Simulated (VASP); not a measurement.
# AlIn2As2P (P4/mmm) in VASP: further runs, part 2 of 2

VASP 6.6.1.

### Step 3. Relaxation of cell and atoms, PBE

This run uses another cell than the first one, of 26.61 Å³/atom.

The input, INCAR:

```
SYSTEM = AlIn2As2P
ALGO     = Normal         ! electronic algorithm
EDIFF    = 1E-7           ! SCF threshold, eV
EDIFFG   = -0.04          ! ionic threshold
ENCUT    = 600            ! plane-wave cutoff, eV
GGA      = PE             ! functional
IBRION   = 2              ! ionic algorithm
ISIF     = 3              ! what is computed and relaxed
ISMEAR   = 0              ! smearing method
LASPH    = .True.         ! aspherical terms in the spheres
LCHARG   = .False.        ! write CHGCAR
LREAL    = .False.        ! projectors in reciprocal space
LWAVE    = .False.        ! write WAVECAR
NELM     = 100            ! most SCF steps
NSW      = 90             ! ionic steps
PREC     = Accurate       ! precision mode
SIGMA    = 0.1            ! smearing width, eV
```

The input, KPOINTS:

```
k-points
0
Gamma
  4 4 4
  0 0 0
```

The input, POSCAR:

```
AlIn2As2P
1.0
    5.2290883200      0.0000000000      0.0000000000
    0.0000000000      5.2290883200      0.0000000000
    0.0000000000      0.0000000000      5.8387082100
Al In P As
1 2 1 2
Direct
    0.5000000000      0.5000000000      0.5000000000
    0.5000000000      0.5000000000      0.1702112800
    0.5000000000      0.5000000000      0.8297887200
    0.0000000000      0.0000000000      0.0000000000
    0.0000000000      0.5000000000      0.5000000000
    0.5000000000      0.0000000000      0.5000000000
```

Potentials or basis: VASP PAW PBE potentials, release 64 (Al, In_d, P, As).

On the command line:

```console
$ cat potpaw_PBE.64/Al/POTCAR potpaw_PBE.64/In_d/POTCAR potpaw_PBE.64/P/POTCAR potpaw_PBE.64/As/POTCAR > POTCAR
$ mpirun -np 1 vasp_std > vasp.out
```

OUTCAR:

```text
SYSTEM = AlIn2As2P
   EDIFF = 1E-7
   EDIFFG = -0.04
   ENCUT = 600
   GGA = PE
   IBRION = 2
   ISIF = 3
   ISMEAR = 0
   LASPH = .True.
   LREAL = .False.
   NELM = 100
   NSW = 90
   PREC = Accurate

 ion  position               nearest neighbor table
   1  0.500  0.500  0.500-   2 1.93   3 1.93   5 2.61   6 2.61   6 2.61   5 2.61
   2  0.500  0.500  0.170-   1 1.93   3 1.99   5 3.25   6 3.25   6 3.25   5 3.25   3 3.85
   3  0.500  0.500  0.830-   1 1.93   2 1.99   5 3.25   6 3.25   6 3.25   5 3.25   2 3.85
   4  0.000  0.000  0.000-
   5  0.000  0.500  0.500-   1 2.61   1 2.61   3 3.25   2 3.25   2 3.25   3 3.25
   6  0.500  0.000  0.500-   1 2.61   1 2.61   3 3.25   2 3.25   2 3.25   3 3.25

 -----------------------------------------------------------------------------
|                                                                             |
|           W    W    AA    RRRRR   N    N  II  N    N   GGGG   !!!           |
|           W    W   A  A   R    R  NN   N  II  NN   N  G    G  !!!           |
|           W    W  A    A  R    R  N N  N  II  N N  N  G       !!!           |
|           W WW W  AAAAAA  RRRRR   N  N N  II  N  N N  G  GGG   !            |
|           WW  WW  A    A  R   R   N   NN  II  N   NN  G    G                |
|           W    W  A    A  R    R  N    N  II  N    N   GGGG   !!!           |
|                                                                             |
|     The distance between some ions is very small. Please check the          |
|     nearest-neighbor list in the OUTCAR file.                               |
[... 198 lines left out ...]
  -------------------------------------------------------------------------------------
  Total       -5.8383668     -5.8383668     96.7396732      0.0000000      0.0000000      0.0000000
  in kB      -58.5913133    -58.5913133    970.8373406      0.0000000      0.0000000      0.0000000
  external PRESSURE =     284.5515714 kB  Pullay stress =       0.0000000 kB
[... 101 lines left out ...]
  FREE ENERGIE OF THE ION-ELECTRON SYSTEM (eV)
  ---------------------------------------------------
  free  energy   TOTEN  =       -17.4947366000 eV

  energy  without entropy=      -17.4423529641  energy(sigma->0) =      -17.46854478

[... ionic steps 4 to 17 ...]

--------------------------------------- Ionic step       18  -------------------------------------------

 number of electron      44.0000004 magnetization

------------------------ aborting loop because EDIFF is reached ----------------------------------------
[... 75 lines left out ...]
--------------------------------------- Ionic step       20  -------------------------------------------

 number of electron      44.0000003 magnetization

 Free energy of the ion-electron system (eV)
  ---------------------------------------------------
  ext. energy  EPLUGINS =         0.00000000
  ---------------------------------------------------
  free energy    TOTEN  =       -19.00561947 eV

  energy without entropy =      -18.96984849  energy(sigma->0) =      -18.98773398

 E-fermi :   2.9432     XC(G=0):  -8.4884

 val. band max:        2.9139193974   @ k =   0.5000   0.2500   0.0000
 cond. band min:       2.9450365582   @ k =   0.5000   0.5000   0.5000
 fundamental gap:      0.0311171608
 Fermi energy:         2.9431955327

 k-point     1 :       0.0000    0.0000    0.0000
  band No.  band energies     occupation
      1     -11.6376      2.00000
      2     -11.4124      2.00000
      3     -11.4124      2.00000
      4     -11.3199      2.00000
      5     -11.3000      2.00000
      6     -11.2967      2.00000
[... 544 lines left out ...]
  FREE ENERGIE OF THE ION-ELECTRON SYSTEM (eV)
  ---------------------------------------------------
  free  energy   TOTEN  =       -19.0056194726 eV

  energy  without entropy=      -18.9698484935  energy(sigma->0) =      -18.98773398

 reached required accuracy - stopping structural energy minimisation
```

OSZICAR:

```text
N       E                     dE             d eps       ncg     rms          rms(c)
DAV:   1     0.391097049666E+03    0.39110E+03   -0.21403E+04   936   0.191E+03
DAV:   2     0.368209050370E+02   -0.35428E+03   -0.34917E+03   960   0.438E+02
DAV:   3    -0.473643703825E+01   -0.41557E+02   -0.40660E+02  1184   0.160E+02
DAV:   4    -0.699452103409E+01   -0.22581E+01   -0.21673E+01  1138   0.354E+01
[... 282 lines left out ...]
DAV:   4    -0.190056467873E+02    0.13408E-03   -0.67260E-04  1240   0.889E-02    0.525E-02
DAV:   5    -0.190056229586E+02    0.23829E-04   -0.69789E-05  1150   0.447E-02    0.220E-02
DAV:   6    -0.190056196222E+02    0.33364E-05   -0.20706E-05  1264   0.359E-02    0.733E-03
DAV:   7    -0.190056194132E+02    0.20895E-06   -0.27496E-06  1294   0.129E-02    0.657E-03
DAV:   8    -0.190056194726E+02   -0.59389E-07   -0.13613E-07   694   0.186E-03
  20 F= -.19005619E+02 E0= -.18987734E+02  d E =-.230008E-03
```

It took 29 min on 1 thread of Intel Xeon 6975P-C, shared host; peak memory 0.36 GiB.

Results:

| Property | Result |
| --- | --- |
| Free energy | -19.0056 eV |
| Relaxed volume | 30.53 Å³/atom |
| Relaxed cell | a = 4.605 Å, b = 4.605 Å, c = 8.636 Å, α = 90.00°, β = 90.00°, γ = 90.00° |
| Space group after relaxing (to 0.1 Å) | P4/mmm (No. 123) |
| Energy gained by relaxing | 2135.5 meV/atom |
| Ionic steps | 20 |
| Pressure after relaxing | 0.0 GPa |
| Largest force after relaxing | 0.013 eV/Å |
| Band gap on the k mesh | zero (bands 22 and 23 overlap by 0.95 eV) |

Forces on the atoms (eV/Å):
```
Al   0.000  0.000  0.000
In   0.000  0.000 -0.013
In   0.000  0.000  0.013
P    0.000  0.000  0.000
As   0.000  0.000  0.000
As   0.000  0.000  0.000
```

The path:
```csv
step,energy change (eV),largest force (eV/Å),pressure (GPa),volume (Å³)
1,0.0000,5.9745,28.46,159.65
2,-11.2397,0.5114,-3.59,257.81
3,-11.3022,0.5925,-3.53,254.23
4,-11.3389,0.6609,-3.49,251.53
5,-11.4007,1.0217,-3.32,241.30
6,-12.0777,0.9153,-1.70,216.15
7,-12.1640,0.9069,-0.51,206.31
8,-12.1648,0.9070,-0.32,205.01
9,-12.2961,0.9084,-0.18,200.43
10,-12.6368,0.8532,0.38,186.85
11,-11.8351,4.1224,6.30,160.43
12,-12.6420,0.9576,0.76,183.45
13,-12.7348,0.1123,2.07,171.84
14,-12.7487,0.5779,1.41,175.92
15,-12.7523,0.4366,1.62,174.48
16,-12.7283,0.7362,-0.67,186.27
17,-12.7978,0.0675,0.42,179.66
18,-12.8128,0.0438,-0.04,183.52
19,-12.8129,0.0406,-0.03,183.40
20,-12.8131,0.0126,0.04,183.15
```

Final structure:
```
Al In P As
1.0
     4.60533    0.00000    0.00000
     0.00000    4.60533    0.00000
     0.00000    0.00000    8.63564
Al In P As
1 2 1 2
Direct
  0.50000 0.50000 0.50000
  0.50000 0.50000 0.16935
  0.50000 0.50000 0.83065
  0.00000 0.00000 0.00000
  0.00000 0.50000 0.50000
  0.50000 0.00000 0.50000
```

Levels at points of the mesh, in eV from the Fermi level:
| k point | band 19 | band 20 | band 21 | band 22 | band 23 | band 24 | band 25 | band 26 |
| --- | --- | --- | --- | --- | --- | --- | --- | --- |
| (0.00, 0.00, 0.00) | -0.90 | -0.49 | -0.49 | 0.49 | 0.93 | 1.33 | 1.33 | 1.89 |
| (0.50, 0.00, 0.00) | -0.96 | -0.64 | -0.04 | 0.06 | 0.13 | 0.24 | 1.27 | 1.80 |
| (0.50, 0.50, 0.00) | -1.91 | -1.48 | -1.48 | -0.09 | 0.67 | 1.57 | 2.44 | 3.31 |
| (0.00, 0.00, 0.50) | -0.55 | -0.55 | -0.52 | 0.48 | 1.33 | 1.33 | 1.48 | 2.63 |
| (0.50, 0.00, 0.50) | -1.71 | -0.98 | -0.95 | -0.41 | 0.12 | 0.71 | 2.22 | 2.31 |
| (0.50, 0.50, 0.50) | -2.04 | -1.08 | -0.77 | -0.77 | 0.00 | 0.67 | 1.99 | 1.99 |

Caveat: a cell axis changed by over 15 % at a fixed basis, so the end point is rough; spin-orbit coupling is left out, which moves the levels of the heavy elements.

The gap in the log of VASP goes by the Fermi energy; the results here count the filled bands.